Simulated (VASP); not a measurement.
Here is a VASP 6.6.1 calculation.

File INCAR:

```
PREC = Accurate ; ENCUT = 520
EDIFF = 1E-7 ; ISMEAR = -1
SIGMA = 0.15 ; LREAL = F
LASPH = T ; NELM = 80
ALGO = Normal ; ISIF = 2
LWAVE = F ; LCHARG = F
GGA = PE ; NBANDS = 21
```

KPOINTS

```
regular mesh
0
Gamma
  15 15 8
```

The input POSCAR:

```
Ru
1.0
    2.7220029848      0.0000000000      0.0000000000
   -1.3610014924      2.3573237340      0.0000000000
    0.0000000000      0.0000000000      4.2969005178
Ru
2
Direct
    0.3333333333      0.6666666667      0.2500000000
    0.6666666667      0.3333333333      0.7500000000
```

Potentials or basis: VASP PAW PBE potentials, release 64 (Ru_pv).

Command:

```bash
$ cat potpaw_PBE.64/Ru_pv/POTCAR > POTCAR
$ mpirun -np 1 vasp_std > vasp.out
```

**Question.** Estimate the band gap on the k mesh.

**Answer.** Zero (bands 14 and 15 overlap by 3.00 eV).

**Question.** Estimate the pressure.

**Answer.** -0.1 GPa.
